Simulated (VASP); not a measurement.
# SrTiO3: single point with PBE

Crystal: SrTiO3.

```xyz
5
Lattice="4.2316 0.0000 0.0000 0.0000 3.6412 0.0000 0.0000 0.0000 3.9364" Properties=species:S:1:pos:R:3 pbc="T T T"
Sr    0.0000    0.0000    0.0000
Ti    2.1158    1.8206    1.9682
O     0.0000    1.8206    1.9682
O     2.1158    0.0000    1.9682
O     2.1158    1.8206    0.0000
```

This cell differs from its parent crystal: strain +0.0750 x Voigt [1, -1, 0, 0, 0, 0].

| Item | Value |
| --- | --- |
| Program | VASP 6.6.1 |
| Task | single point |
| Functional | PBE |
| Potentials or basis | VASP PAW PBE potentials, release 64 (Sr_sv, Ti_sv, O) |
| Cutoff | 520 eV |
| k mesh | 8 × 8 × 8 |
| Occupations | gaussian, width 0.05 eV |
| Spin | no spin polarisation |
| Dipole correction | no |
| Further INCAR settings | ALGO = Normal; EDIFF = 1e-06; NBANDS = 28 |

The pressure is 6.2 GPa. The band gap on the k mesh is 1.61 eV, indirect (least direct gap 1.98 eV).

Stress tensor (GPa, compression positive):
```
-10.15   0.00   0.00
  0.00  26.90   0.00
  0.00   0.00   1.75
```

Levels at points of the mesh, in eV from the valence-band top:
```csv
k point,band 16,band 17,band 18,band 19,band 20,band 21,band 22,band 23,band 24,band 25
"(0.00, 0.00, 0.00)",-1.21,-0.95,-0.54,-0.48,-0.38,1.61,1.76,1.86,3.50,4.45
"(0.50, 0.00, 0.00)",-2.02,-1.81,-1.64,-0.75,-0.69,1.95,2.99,3.01,4.47,5.90
"(0.00, 0.50, 0.00)",-2.73,-2.42,-2.09,-1.00,-0.87,1.88,3.64,4.37,4.41,6.66
"(0.50, 0.50, 0.00)",-2.57,-1.81,-1.68,-1.67,-0.54,3.02,4.41,4.44,4.91,7.28
"(0.00, 0.00, 0.50)",-2.36,-2.20,-2.07,-0.84,-0.81,1.90,3.57,3.62,3.81,6.66
"(0.50, 0.00, 0.50)",-2.20,-2.17,-2.11,-1.65,-0.53,3.02,3.61,3.73,5.75,7.21
"(0.00, 0.50, 0.50)",-3.10,-1.83,-1.33,-1.29,-0.09,3.59,4.32,4.38,4.63,7.90
"(0.50, 0.50, 0.50)",-3.53,-3.26,-0.30,-0.25,0.00,3.96,4.58,4.79,6.37,6.46
```

It took 4 min on 1 thread of AMD EPYC 7R43 64-Core Processor (Zen 3), with other jobs on the host, peak memory 0.29 GiB.

Caveat: the cell differs from its parent crystal (strain +0.0750 x Voigt [1, -1, 0, 0, 0, 0]). A k mesh can miss the band edges.
